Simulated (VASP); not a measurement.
Wanted: the native input for a VASP 6.6.1 run.

* Task: single point
* Functional: LDA
* Potentials or basis: VASP PAW LDA potentials, release 64 (Na_pv)
* Cutoff: 520 eV
* k mesh: 11 × 11 × 6
* Occupations: fermi-dirac, width 0.05 eV
* Spin: no spin polarisation
* Dipole correction: no
* Further INCAR settings: ALGO = Normal; EDIFF = 1e-06; NBANDS = 14

The structure of Na lies in POSCAR:

```
Na
1.0
    3.7160893377      0.0000000000      0.0000000000
   -1.8580446689      3.2182277692      0.0000000000
    0.0000000000      0.0000000000      6.0708276422
Na
2
Direct
    0.3333333333      0.6666666667      0.2500000000
    0.6666666667      0.3333333333      0.7500000000
```

This cell differs from its parent crystal: volume scaled by 0.96.

These files were run (other wordings do the same):

INCAR

```
PREC = Accurate
ENCUT = 520
EDIFF = 1E-6
ISMEAR = -1
SIGMA = 0.05
LREAL = F
LASPH = T
NELM = 60
ALGO = Normal
ISIF = 2
LWAVE = F
LCHARG = F
NBANDS = 14
```

KPOINTS

```
regular mesh
0
Gamma
  11 11 6
```

Potentials or basis: VASP PAW LDA potentials, release 64 (Na_pv).

The run is started by

```sh
$ cat potpaw_LDA.64/Na_pv/POTCAR > POTCAR
$ mpirun -np 1 vasp_std > vasp.out
```

It gave:

- Pressure: -0.6 GPa
- Band gap on the k mesh: zero (band 7 reaches 2.03 eV, above the bottom of band 8 at -2.06 eV)

It took 16 s on 1 thread of Intel(R) Xeon(R) Platinum 8559C (Emerald Rapids), with other jobs on the host, peak memory 0.18 GiB.
